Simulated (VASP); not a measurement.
## GaC3: single point with PBE

GaC3:

```
Ga C
1.0
     3.31895    0.00000    0.00000
     0.00000    3.31895    0.00000
     0.00000    0.00000    3.31895
Ga C
1 3
Direct
  0.00000 0.00000 0.00000
  0.00000 0.50000 0.50000
  0.50000 0.00000 0.50000
  0.50000 0.50000 0.00000
```

```json
{"Program": "VASP 6.6.1", "Task": "single point", "Functional": "PBE", "Potentials or basis": "VASP PAW PBE potentials, release 64 (Ga_d, C)", "Cutoff": "520 eV", "k mesh": "10 × 10 × 10", "Occupations": "fermi-dirac, width 0.05 eV", "Spin": "no spin polarisation"}
```

| Item | Value |
| --- | --- |
| Pressure | 1.9 GPa |

Levels at points of the mesh, in eV from the Fermi level:
```csv
k point,band 11,band 12,band 13,band 14,band 15,band 16
"(0.00, 0.00, 0.00)",-5.43,-0.05,1.23,1.23,1.23,3.84
"(0.50, 0.00, 0.00)",-2.03,-2.03,-1.73,-0.68,0.64,3.61
"(0.50, 0.50, 0.00)",-0.56,-0.56,-0.50,-0.50,-0.34,4.15
"(0.50, 0.50, 0.50)",-7.16,-7.04,-3.40,4.55,4.55,4.55
```

Run time: 25 s on 1 thread of AMD EPYC 9R45 96-Core Processor (Zen 5) (shared host), peak memory 0.15 GiB.
